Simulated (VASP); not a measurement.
Wanted: the native input for a VASP 6.6.1 run.

```
Task                   : relaxation of cell and atoms
Functional             : PBEsol
Potentials or basis    : VASP PAW PBE potentials, release 64 (W_sv, C)
Cutoff                 : 600 eV
k mesh                 : 10 × 10 × 10
Occupations            : fermi-dirac, width 0.05 eV
Spin                   : no spin polarisation
Target pressure        : 5 GPa
Dipole correction      : no
Further INCAR settings : ALGO = Normal; EDIFF = 1e-06; IBRION = 2; EDIFFG = -0.02; NSW = 80; ISIF = 3
```

The structure of WC lies in POSCAR:

```
WC
1.0
    0.0000000000      2.1926840000      2.1926840000
    2.1926840000      0.0000000000      2.1926840000
    2.1926840000      2.1926840000      0.0000000000
W C
1 1
Direct
    0.0000000000      0.0000000000      0.0000000000
    0.5000000000      0.5000000000      0.5000000000
```

One way to write it, as run:

INCAR

```
SYSTEM = WC
PREC = Accurate
ENCUT = 600
EDIFF = 1E-6
ISMEAR = -1
SIGMA = 0.05
LREAL = .False.
LASPH = .True.
NELM = 80
ALGO = Normal
ISIF = 3
LWAVE = .False.
LCHARG = .False.
GGA = PS
IBRION = 2
NSW = 80
EDIFFG = -0.02
PSTRESS = 50.0
```

KPOINTS

```
regular mesh
0
Gamma
  10 10 10
  0 0 0
```

Potentials or basis: VASP PAW PBE potentials, release 64 (W_sv, C).

The run is started by

```bash
$ cat potpaw_PBE.64/W_sv/POTCAR potpaw_PBE.64/C/POTCAR > POTCAR
$ mpirun -np 1 vasp_std > vasp.out
```

It gave:

```json
{"Relaxed volume": "10.15 Å³/atom", "Relaxed cell": "a = 3.062 Å, b = 3.062 Å, c = 3.062 Å, α = 60.00°, β = 60.00°, γ = 60.00°", "Space group after relaxing (to 0.05 Å)": "Fm-3m (No. 225)", "Energy change on relaxing (the enthalpy is what falls)": "-5.9 meV/atom", "Ionic steps": "4", "Pressure after relaxing": "4.9 GPa"}
```

Caveat: the cell is relaxed towards a set pressure, so the enthalpy falls and the energy may rise; the PAW data sets were made with another functional, which shifts forces and pressure a little.

It took 32 s on 1 thread of Intel(R) Xeon(R) 6975P-C (Granite Rapids), on a shared host, peak memory 0.18 GiB.
